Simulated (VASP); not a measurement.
# Hg (Im-3m) in VASP: relaxation of cell and atoms with PBE

Aim: the relaxation of cell and atoms of Hg with PBE.

Everything below comes from runs of VASP 6.6.1. Logs are shortened: lines on timing, memory, paths and dates and some standing lists are left out, and cuts for length are marked.

**1. The cell of the first run**

It takes space group Im-3m (No. 229, cubic). Conventional cell: a = 3.608 Å, b = 3.608 Å, c = 3.608 Å, α = 90.00°, β = 90.00°, γ = 90.00°. Hg (site symmetry m-3m) has 14 Hg at 3.12 to 3.61 Å within 4.1 Å.

**2. Relaxation of cell and atoms, PBE**

Input file INCAR:

```
SYSTEM = Hg
PREC = Accurate ; ENCUT = 500
EDIFF = 1E-7 ; ISMEAR = -1
SIGMA = 0.05 ; LREAL = .False.
LASPH = .True. ; NELM = 120
ALGO = Normal ; ISIF = 3
LWAVE = .False. ; LCHARG = .False.
GGA = PE ; IBRION = 2
NSW = 100 ; EDIFFG = -0.005
GGA_COMPAT = .False. ; NELMIN = 4
```

Input file KPOINTS:

```
Automatic mesh
0
Gamma
  16 16 16
  0 0 0
```

Input file POSCAR:

```
Hg
1.0
   -1.8042072221      1.8042072221      1.8042072221
    1.8042072221     -1.8042072221      1.8042072221
    1.8042072221      1.8042072221     -1.8042072221
Hg
1
Direct
    0.0000000000      0.0000000000      0.0000000000
```

Potentials or basis: VASP PAW PBE potentials, release 64 (Hg_sv_GW).

The run is started by

```console
$ cat potpaw_PBE.64/Hg_sv_GW/POTCAR > POTCAR
$ mpirun -np 1 vasp_std > vasp.out
```

OUTCAR:

```text
SYSTEM = Hg
   PREC = Accurate
   ENCUT = 500
   EDIFF = 1E-7
   ISMEAR = -1
   LREAL = .False.
   LASPH = .True.
   NELM = 120
   ISIF = 3
   GGA = PE
   IBRION = 2
   NSW = 100
   EDIFFG = -0.005
   NELMIN = 4

 ion  position               nearest neighbor table
   1  0.000  0.000  0.000-

  LATTYP: Found a body centered cubic cell.
 ALAT       =     3.6084144442

  Lattice vectors:

 A1 = (  -1.8042072221,   1.8042072221,   1.8042072221)
 A2 = (   1.8042072221,  -1.8042072221,   1.8042072221)
 A3 = (   1.8042072221,   1.8042072221,  -1.8042072221)

Analysis of symmetry for initial positions (statically):
=====================================================================
 Subroutine PRICEL returns:
 Original cell was already a primitive cell.

 Routine SETGRP: Setting up the symmetry group for a
 body centered cubic supercell.

 Subroutine GETGRP returns: Found 48 space group operations
 (whereof 48 operations were pure point group operations)
 out of a pool of 48 trial point group operations.

The static configuration has the point symmetry O_h .

Analysis of symmetry for dynamics (positions and initial velocities):
=====================================================================
 Subroutine PRICEL returns:
 Original cell was already a primitive cell.

 Routine SETGRP: Setting up the symmetry group for a
 body centered cubic supercell.

 Subroutine GETGRP returns: Found 48 space group operations
 (whereof 48 operations were pure point group operations)
 out of a pool of 48 trial point group operations.

The dynamic configuration has the point symmetry O_h .

 Subroutine INISYM returns: Found 48 space group operations
 (whereof 48 operations are pure point group operations),
 and found     1 'primitive' translations

----------------------------------------------------------------------------------------

                                     Primitive cell

  volume of cell :      23.4920

  direct lattice vectors                    reciprocal lattice vectors
    -1.804207222  1.804207222  1.804207222     0.000000000  0.277130029  0.277130029
     1.804207222 -1.804207222  1.804207222     0.277130029  0.000000000  0.277130029
     1.804207222  1.804207222 -1.804207222     0.277130029  0.277130029  0.000000000

  length of vectors
     3.124978576  3.124978576  3.124978576     0.391921046  0.391921046  0.391921046

  position of ions in fractional coordinates (direct lattice)
[... 98 lines left out ...]
  volume/ion in A,a.u.               =      23.49       158.53
  Fermi-wavevector in a.u.,A,eV,Ry     =   1.551595  2.932090 32.755312  2.407448
  Thomas-Fermi vector in A             =   2.656092
   LORBIT       =      0    0 simple, 1 ext, 2 COOP (PROOUT), +10 PAW based schemes
   GGA     = PE    functional components
   LHFCALC =     F    Hartree Fock is set to
   AEXX    =    0.0000 exact exchange contribution
   IVDW    =     0    specifies the selected vdW correction
   LEPSILON=     F    determine dielectric tensor
   LRPA    =     F    only Hartree local field effects (RPA)
 conjugate gradient relaxation of ions
 non-spin polarized calculation
  energy-cutoff  :      500.00
  volume of cell :       23.49
 maximum number of plane-waves:       611
   NGX = 11   NGY = 11   NGZ = 11

--------------------------------------- Ionic step        1  -------------------------------------------

 number of electron      19.9999991 magnetization

 Free energy of the ion-electron system (eV)
  ---------------------------------------------------
  ext. energy  EPLUGINS =         0.00000000
  ---------------------------------------------------
  free energy    TOTEN  =        -0.11412990 eV

  energy without entropy =       -0.11295837  energy(sigma->0) =       -0.11354414

------------------------ aborting loop because EDIFF is reached ----------------------------------------

  FORCE on cell =-STRESS in cart. coord.  units (eV):
  Direction    XX          YY          ZZ          XY          YZ          ZX
  --------------------------------------------------------------------------------------
  -------------------------------------------------------------------------------------
  Total        0.6341280      0.6341280      0.6341280     -0.0000000      0.0000000     -0.0000000
  in kB       43.2482211     43.2482211     43.2482211     -0.0000000      0.0000000     -0.0000000
  external PRESSURE =      43.2482211 kB  Pullay stress =       0.0000000 kB
[... 57 lines left out ...]
--------------------------------------- Ionic step        3  -------------------------------------------

 number of electron      20.0000009 magnetization

 Free energy of the ion-electron system (eV)
  ---------------------------------------------------
  ext. energy  EPLUGINS =         0.00000000
  ---------------------------------------------------
  free energy    TOTEN  =        -0.14119854 eV

  energy without entropy =       -0.13880302  energy(sigma->0) =       -0.14000078

 E-fermi :   5.0299     XC(G=0): -10.7936

 val. band max:        5.0186418032   @ k =   0.5000   0.5000   0.3125
 cond. band min:       5.0371947707   @ k =  -0.4375  -0.4375   0.2500
 fundamental gap:      0.0185529676
 Fermi energy:         5.0299392195

 k-point     1 :       0.0000    0.0000    0.0000
  band No.  band energies     occupation
      1    -109.6184      2.00000
      2     -57.9533      2.00000
      3     -57.9533      2.00000
      4     -57.9533      2.00000
      5      -3.2803      2.00000
      6      -1.7710      2.00000
      7      -1.7710      2.00000
      8      -1.7710      2.00000
      9      -1.0165      2.00000
     10      -1.0165      2.00000
     11      19.3527      0.00000
     12      19.3527      0.00000
     13      19.3527      0.00000
     14      20.1474      0.00000
[... 377 lines left out ...]
      1    -109.6175      2.00000
      2     -57.9721      2.00000
      3     -57.9616      2.00000
      4     -57.9549      2.00000
      5      -2.1719      2.00000
      6      -1.8797      2.00000
      7      -1.3337      2.00000
      8      -1.1368      2.00000
      9      -0.9167      2.00000
     10       1.1505      2.00000
     11       8.7274      0.00000
     12      11.4613      0.00000
     13      15.0814      0.00000
     14      20.0925      0.00000

 [... further k-points ...]

------------------------ aborting loop because EDIFF is reached ----------------------------------------

  FORCE on cell =-STRESS in cart. coord.  units (eV):
  Direction    XX          YY          ZZ          XY          YZ          ZX
  --------------------------------------------------------------------------------------
  -------------------------------------------------------------------------------------
  Total       -0.0013745     -0.0013745     -0.0013745     -0.0000000      0.0000000     -0.0000000
  in kB       -0.0853618     -0.0853618     -0.0853618     -0.0000000      0.0000000     -0.0000000
  external PRESSURE =      -0.0853618 kB  Pullay stress =       0.0000000 kB
[... 16 lines left out ...]
  FREE ENERGIE OF THE ION-ELECTRON SYSTEM (eV)
  ---------------------------------------------------
  free  energy   TOTEN  =        -0.1411985363 eV

  energy  without entropy=       -0.1388030205  energy(sigma->0) =       -0.14000078

 reached required accuracy - stopping structural energy minimisation
```

OSZICAR:

```text
N       E                     dE             d eps       ncg     rms          rms(c)
DAV:   1     0.315588683507E+03    0.31559E+03   -0.12160E+04  4150   0.193E+03
DAV:   2     0.257175292005E+02   -0.28987E+03   -0.27060E+03  4102   0.715E+02
DAV:   3     0.706630163293E+00   -0.25011E+02   -0.24881E+02  5972   0.192E+02
DAV:   4    -0.125671362844E+00   -0.83230E+00   -0.83206E+00  5112   0.392E+01
[... 27 lines left out ...]
DAV:   5    -0.141199533680E+00   -0.39629E-05   -0.13129E-05  5434   0.827E-02    0.162E-02
DAV:   6    -0.141198494001E+00    0.10397E-05   -0.31657E-06  5454   0.264E-02    0.172E-03
DAV:   7    -0.141198339036E+00    0.15497E-06   -0.72665E-08  3388   0.312E-03    0.635E-04
DAV:   8    -0.141198453753E+00   -0.11472E-06   -0.83991E-09  2210   0.195E-03    0.380E-04
DAV:   9    -0.141198536324E+00   -0.82571E-07   -0.25233E-09  2192   0.954E-04
   3 F= -.14119854E+00 E0= -.14000078E+00  d E =-.270686E-01
```

It took 45 s on 1 thread of AMD EPYC 9R45 (Zen 5), shared host; peak memory 0.17 GiB.

Results:

| Quantity | Value |
| --- | --- |
| Free energy | -0.1412 eV |
| Relaxed volume | 25.80 Å³/atom |
| Relaxed cell | a = 3.224 Å, b = 3.224 Å, c = 3.224 Å, α = 109.47°, β = 109.47°, γ = 109.47° |
| Space group after relaxing (to 0.1 Å) | Im-3m (No. 229) |
| Energy gained by relaxing | 27.1 meV/atom |
| Ionic steps | 3 |
| Pressure after relaxing | 0.0 GPa |
| Band gap on the k mesh | zero (bands 10 and 11 overlap by 3.60 eV) |

Step by step:
| step | energy change (eV) | largest force (eV/Å) | pressure (GPa) | volume (Å³) |
| --- | --- | --- | --- | --- |
| 1 | 0.0000 | 0.0000 | 4.32 | 23.49 |
| 2 | -0.0270 | 0.0000 | 0.10 | 25.71 |
| 3 | -0.0271 | 0.0000 | -0.01 | 25.80 |

Final structure:
```
CELL_PARAMETERS angstrom
-1.86142 1.86142 1.86142
1.86142 -1.86142 1.86142
1.86142 1.86142 -1.86142
ATOMIC_POSITIONS crystal
Hg 0.00000 0.00000 0.00000
```

Caveat: spin-orbit coupling is left out, which moves the levels of the heavy elements.
